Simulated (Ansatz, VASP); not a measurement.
## Two plane-wave programs on Al

```
Al
1.0
    -1.63902    1.63902    1.61751
     1.63902   -1.63902    1.61751
     3.27805    3.27805    0.00000
Al
2
Direct
  0.05862 0.94138 0.00000
  0.44138 0.55862 0.50000
```

Change from the starting cell: mode 1 frozen in at -0.268 Å, equal normal strain along x and y +0.0133.

Alike in both runs: task single point; functional PBE; k mesh 20 × 20 × 12; occupations gaussian, width 0.15 eV; no spin polarisation.

|  | VASP | Ansatz |
| --- | --- | --- |
| version | VASP 6.6.1 | Ansatz 0.2.0 |
| potentials or method | VASP PAW PBE potentials, release 64 (Al), cutoff 520 eV | scalar-relativistic, plane waves, PAW |
| valence electrons in the cell | 6 | 6 |

```csv
,VASP,Ansatz,Ansatz less VASP
gap on the k mesh at the Fermi level (eV),none,none,-
pressure (GPa),-1.9,-1.9,+0.03
"traceless stress, the component that is largest in VASP (GPa)",-1.38,-1.39,-0.009
rms of the force components (eV/Å),0.056,0.055,-0.0005
```

Atom by atom the forces differ by 0.000 eV/Å (rms over components). A gap of «none» marks a metal or a gap that the smearing closes.
